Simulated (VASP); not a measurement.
# MoSe2 (P6_3/mmc) in VASP: single point with r2SCAN

Aim: the single point of MoSe2 with r2SCAN.

Everything below comes from runs of VASP 6.6.1. Logs are shortened: lines on timing, memory, paths and dates and some standing lists are left out, and cuts for length are marked.

## 1. The cell of the first run

Symmetry: P6_3/mmc, No. 194, hexagonal system. Conventional cell: a = 3.173 Å, b = 3.173 Å, c = 12.564 Å, α = 90.00°, β = 90.00°, γ = 120.00°. Mo (site symmetry -6m2) has 6 Se at 2.49 Å and 6 Mo at 3.17 Å within 3.3 Å. Within 3.5 Å of Se (site symmetry 3m) lie 3 Mo at 2.49 Å and 10 Se at 3.17 to 3.43 Å.

## 2. Single point, r2SCAN, non-collinear spin, zero start, spin-orbit coupling (strain -4.0%)

The input, POSCAR:

```
MoSe2
1.0
    3.1731808965      0.0000000000      0.0000000000
   -1.5865904483      2.7480552672      0.0000000000
    0.0000000000      0.0000000000     12.5643177857
Mo Se
2 4
Direct
    0.3333333333      0.6666666667      0.2500000000
    0.6666666667      0.3333333333      0.7500000000
    0.6666666667      0.3333333333      0.3846447602
    0.6666666667      0.3333333333      0.1153552398
    0.3333333333      0.6666666667      0.8846447602
    0.3333333333      0.6666666667      0.6153552398
```

The input, INCAR.step1:

```
PREC = Accurate
ENCUT = 550
ISMEAR = -1
SIGMA = 0.02
LREAL = F
LASPH = T
NELM = 200
MAGMOM = 0 0 0 0 0 0 0 0 0 0 0 0 0 0 0 0 0 0
LSORBIT = T
GGA_COMPAT = F
LMAXMIX = 4
NBANDS = 68
GGA = PE
ALGO = Normal
EDIFF = 1E-5
LWAVE = T
LCHARG = F
KPAR = 4
```

The input, INCAR.step2:

```
PREC = Accurate
ENCUT = 550
EDIFF = 1E-6
ISMEAR = -1
SIGMA = 0.02
LREAL = F
LASPH = T
NELM = 200
ALGO = Normal
ISIF = 2
LWAVE = F
LCHARG = F
MAGMOM = 0 0 0 0 0 0 0 0 0 0 0 0 0 0 0 0 0 0
LORBIT = 11
LSORBIT = T
GGA_COMPAT = F
LORBMOM = T
LMAXMIX = 4
METAGGA = R2SCAN
LMIXTAU = T
NBANDS = 68
ISTART = 1
KPAR = 4
```

The input, KPOINTS:

```
regular mesh
0
Gamma
  12 12 2
```

Potentials or basis: VASP PAW PBE potentials, release 64 (Mo_sv, Se).

Run with:

```
$ cat potpaw_PBE.64/Mo_sv/POTCAR potpaw_PBE.64/Se/POTCAR > POTCAR
$ cp INCAR.step1 INCAR
$ mpirun -np 4 vasp_ncl > vasp.out
$ cp INCAR.step2 INCAR
$ mpirun -np 4 vasp_ncl > vasp.out
```

OUTCAR:

```text
PREC = Accurate
   ENCUT = 550
   EDIFF = 1E-6
   ISMEAR = -1
   LREAL = F
   LASPH = T
   NELM = 200
   ISIF = 2
   LORBIT = 11
   LSORBIT = T
   METAGGA = R2SCAN
   ISTART = 1

 ion  position               nearest neighbor table
   1  0.333  0.667  0.250-   3 2.49   4 2.49   3 2.49   4 2.49   3 2.49   4 2.49
   2  0.667  0.333  0.750-   5 2.49   6 2.49   5 2.49   6 2.49   5 2.49   6 2.49
   3  0.667  0.333  0.385-   1 2.49   1 2.49   1 2.49
   4  0.667  0.333  0.115-   1 2.49   1 2.49   1 2.49
   5  0.333  0.667  0.885-   2 2.49   2 2.49   2 2.49
   6  0.333  0.667  0.615-   2 2.49   2 2.49   2 2.49

  LATTYP: Found a hexagonal cell.
 ALAT       =     3.1731808965
 C/A-ratio  =     3.9595340434

  Lattice vectors:

 A1 = (   3.1731808965,   0.0000000000,   0.0000000000)
 A2 = (  -1.5865904483,   2.7480552672,   0.0000000000)
 A3 = (   0.0000000000,   0.0000000000,  12.5643177857)

Analysis of symmetry for initial positions (statically):
=====================================================================
 Subroutine PRICEL returns:
 Original cell was already a primitive cell.

 Routine SETGRP: Setting up the symmetry group for a
 hexagonal supercell.

 Subroutine GETGRP returns: Found 24 space group operations
 (whereof 12 operations were pure point group operations)
 out of a pool of 24 trial point group operations.

The static configuration has the point symmetry D_3d.
 The point group associated with its full space group is D_6h.

Analysis of symmetry for dynamics (positions and initial velocities):
=====================================================================
 Subroutine PRICEL returns:
 Original cell was already a primitive cell.

 Routine SETGRP: Setting up the symmetry group for a
 hexagonal supercell.

 Subroutine GETGRP returns: Found 24 space group operations
 (whereof 12 operations were pure point group operations)
 out of a pool of 24 trial point group operations.

The dynamic configuration has the point symmetry D_3d.
 The point group associated with its full space group is D_6h.

Analysis of structural, dynamic, and magnetic symmetry:
=====================================================================
 Subroutine PRICEL returns:
 Original cell was already a primitive cell.

 Routine SETGRP: Setting up the symmetry group for a
 hexagonal supercell.

 Subroutine GETGRP returns: Found 24 space group operations
 (whereof 12 operations were pure point group operations)
 out of a pool of 24 trial point group operations.

The overall configuration has the point symmetry D_3d.
 The point group associated with its full space group is D_6h.

 Subroutine INISYM returns: Found 24 space group operations
 (whereof 12 operations are pure point group operations),
 and found     1 'primitive' translations

----------------------------------------------------------------------------------------

                                     Primitive cell

  volume of cell :     109.5618

  direct lattice vectors                    reciprocal lattice vectors
     3.173180896  0.000000000  0.000000000     0.315141189  0.181946850  0.000000000
    -1.586590448  2.748055267  0.000000000     0.000000000  0.363893700  0.000000000
     0.000000000  0.000000000 12.564317786     0.000000000  0.000000000  0.079590473

  length of vectors
     3.173180896  3.173180897 12.564317786     0.363893700  0.363893700  0.079590473

  position of ions in fractional coordinates (direct lattice)
     0.333333333  0.666666667  0.250000000
     0.666666667  0.333333333  0.750000000
     0.666666667  0.333333333  0.384644760
     0.666666667  0.333333333  0.115355240
     0.333333333  0.666666667  0.884644760
     0.333333333  0.666666667  0.615355240

  ion indices of the primitive-cell ions
   primitive index   ion index
                 1           1
                 2           2
                 3           3
                 4           4
[... 132 lines left out ...]
  band No.  band energies     occupation
      1     -55.5569      1.00000
      2     -55.5569      1.00000
      3     -55.5569      1.00000
      4     -55.5569      1.00000
      5     -30.4990      1.00000
      6     -30.4990      1.00000
[... 1597 lines left out ...]
     63      10.8872      0.00000
     64      10.8872      0.00000

 [... further k-points ...]

 [bands above 64 left out]

------------------------ aborting loop because EDIFF is reached ----------------------------------------

  FORCE on cell =-STRESS in cart. coord.  units (eV):
  Direction    XX          YY          ZZ          XY          YZ          ZX
  --------------------------------------------------------------------------------------
  -------------------------------------------------------------------------------------
  Total        9.7202791      9.7202791      4.8848101     -0.0000000      0.0000000      0.0000000
  in kB      142.1445169    142.1445169     71.4330282     -0.0000000      0.0000000      0.0000000
  external PRESSURE =     118.5740207 kB  Pullay stress =       0.0000000 kB

 VOLUME and BASIS-vectors are now :
 -----------------------------------------------------------------------------
  energy-cutoff  :      550.00
  volume of cell :      109.56
      direct lattice vectors                 reciprocal lattice vectors
     3.173180896  0.000000000  0.000000000     0.315141189  0.181946850  0.000000000
    -1.586590448  2.748055267  0.000000000     0.000000000  0.363893700  0.000000000
     0.000000000  0.000000000 12.564317786     0.000000000  0.000000000  0.079590473

 POSITION                                       TOTAL-FORCE (eV/Angst)
 -----------------------------------------------------------------------------------
     -0.00000      1.83204      3.14108        -0.000000      0.000000      0.000000
      1.58659      0.91602      9.42324         0.000000     -0.000000      0.000000
      1.58659      0.91602      4.83280         0.000000      0.000000      0.007071
      1.58659      0.91602      1.44936        -0.000000      0.000000     -0.007071
     -0.00000      1.83204     11.11496         0.000000      0.000000      0.007071
     -0.00000      1.83204      7.73152         0.000000      0.000000     -0.007071
 -----------------------------------------------------------------------------------
    total drift:                                0.000000     -0.000000      0.000000

  FREE ENERGIE OF THE ION-ELECTRON SYSTEM (eV)
  ---------------------------------------------------
  free  energy   TOTEN  =      -113.5915452261 eV

  energy  without entropy=     -113.5915452261  energy(sigma->0) =     -113.59154523

 orbital moment (x)

 # of ion     p       d       tot
 ----------------------------------------
  1        -0.000   0.000   0.000
  2        -0.000  -0.000  -0.000
  3         0.000  -0.000   0.000
  4        -0.000   0.000  -0.000
  5        -0.000   0.000  -0.000
  6         0.000  -0.000   0.000
 ----------------------------------------
           -0.000   0.000  -0.000

 orbital moment (y)

 # of ion     p       d       tot
 ----------------------------------------
  1        -0.000  -0.000  -0.000
  2        -0.000   0.000   0.000
  3         0.000   0.000   0.000
  4        -0.000  -0.000  -0.000
  5        -0.000  -0.000  -0.000
  6         0.000   0.000   0.000
 ----------------------------------------
            0.000   0.000   0.000

 orbital moment (z)

 # of ion     p       d       tot
 ----------------------------------------
  1         0.000   0.000   0.000
  2         0.000   0.000   0.000
  3         0.000  -0.000  -0.000
  4         0.000  -0.000  -0.000
  5         0.000  -0.000  -0.000
  6         0.000  -0.000  -0.000
 ----------------------------------------
            0.000   0.000   0.000

 Spin-Orbit-Coupling matrix elements

 Ion:    1  E_soc:     -0.1901524
 l=   1
     0.0000000    -0.0288620    -0.0288537
    -0.0288620     0.0000000    -0.0288620
    -0.0288537    -0.0288620     0.0000000
 l=   2
     0.0000000    -0.0005082     0.0000000    -0.0005082    -0.0027451
    -0.0005082     0.0000000    -0.0016381    -0.0004446    -0.0005082
     0.0000000    -0.0016381     0.0000000    -0.0016381     0.0000000
    -0.0005082    -0.0004446    -0.0016381     0.0000000    -0.0005082
    -0.0027451    -0.0005082     0.0000000    -0.0005082     0.0000000
 l=   3
     0.0000000     0.0000000     0.0000000     0.0000000     0.0000000     0.0000000     0.0000000
     0.0000000     0.0000000     0.0000000     0.0000000     0.0000000     0.0000000     0.0000000
     0.0000000     0.0000000     0.0000000     0.0000000     0.0000000     0.0000000     0.0000000
     0.0000000     0.0000000     0.0000000     0.0000000     0.0000000     0.0000000     0.0000000
[... 89 lines left out ...]
 l=   2
     0.0000000     0.0000007     0.0000000     0.0000007    -0.0000066
     0.0000007     0.0000000     0.0000000     0.0000079     0.0000007
     0.0000000     0.0000000     0.0000000     0.0000000     0.0000000
     0.0000007     0.0000079     0.0000000     0.0000000     0.0000007
    -0.0000066     0.0000007     0.0000000     0.0000007     0.0000000
 l=   3
     0.0000000     0.0000000     0.0000000     0.0000000     0.0000000     0.0000000     0.0000000
     0.0000000     0.0000000     0.0000000     0.0000000     0.0000000     0.0000000     0.0000000
     0.0000000     0.0000000     0.0000000     0.0000000     0.0000000     0.0000000     0.0000000
     0.0000000     0.0000000     0.0000000     0.0000000     0.0000000     0.0000000     0.0000000
     0.0000000     0.0000000     0.0000000     0.0000000     0.0000000     0.0000000     0.0000000
     0.0000000     0.0000000     0.0000000     0.0000000     0.0000000     0.0000000     0.0000000
     0.0000000     0.0000000     0.0000000     0.0000000     0.0000000     0.0000000     0.0000000

 total charge

# of ion       s       p       d       tot
------------------------------------------
    1        2.280   6.212   3.999  12.491
    2        2.280   6.212   3.999  12.491
    3        1.483   2.403   0.076   3.963
    4        1.483   2.403   0.076   3.963
    5        1.483   2.403   0.076   3.963
    6        1.483   2.403   0.076   3.963
--------------------------------------------------
tot         10.494  22.035   8.303  40.832

 magnetization (x)

# of ion       s       p       d       tot
------------------------------------------
    1        0.000   0.000   0.000   0.000
    2        0.000  -0.000   0.000   0.000
    3        0.000  -0.000   0.000  -0.000
    4       -0.000   0.000  -0.000  -0.000
    5        0.000   0.000  -0.000  -0.000
    6        0.000  -0.000   0.000  -0.000
--------------------------------------------------
tot          0.000  -0.000   0.000  -0.000

 magnetization (y)

# of ion       s       p       d       tot
------------------------------------------
    1       -0.000  -0.000  -0.000  -0.000
    2        0.000  -0.000   0.000  -0.000
    3       -0.000   0.000   0.000  -0.000
    4        0.000   0.000   0.000   0.000
    5        0.000  -0.000   0.000  -0.000
    6       -0.000   0.000   0.000  -0.000
--------------------------------------------------
tot         -0.000  -0.000  -0.000  -0.000

 magnetization (z)

# of ion       s       p       d       tot
------------------------------------------
    1        0.000   0.000   0.000   0.000
    2        0.000   0.000   0.000   0.000
    3        0.000   0.000   0.000   0.000
    4        0.000   0.000   0.000   0.000
    5        0.000   0.000   0.000   0.000
    6        0.000   0.000   0.000   0.000
--------------------------------------------------
tot          0.000   0.000   0.000   0.000
```

It took 6.8 min on 4 MPI ranks of AMD EPYC 9R45 (Zen 5), shared host; peak memory 0.82 GiB.

What came out:

```yaml
Free_energy: -113.5915 eV
Pressure: 11.9 GPa
Largest_force: 0.007 eV/Å
Net_moment: 0.00 μB per cell
Valence_electrons_inside_the_program's_atomic_spheres: Mo 12.49; Se 3.96
```

Forces in eV/Å, atoms in the order of the input:
```
Mo   0.000  0.000  0.000
Mo   0.000  0.000  0.000
Se   0.000  0.000  0.007
Se   0.000  0.000 -0.007
Se   0.000  0.000  0.007
Se   0.000  0.000 -0.007
```

Moments on the atoms (μB; x, y, z):
```
Mo  0.00 0.00 0.00
Mo  0.00 0.00 0.00
Se  0.00 0.00 0.00
Se  0.00 0.00 0.00
Se  0.00 0.00 0.00
Se  0.00 0.00 0.00
```

Caveat: the cell differs from its parent crystal (strain -4.0%); the stress differs along the axes, from 7 to 14 GPa; the PAW data sets were made with another functional, which shifts forces and pressure a little.
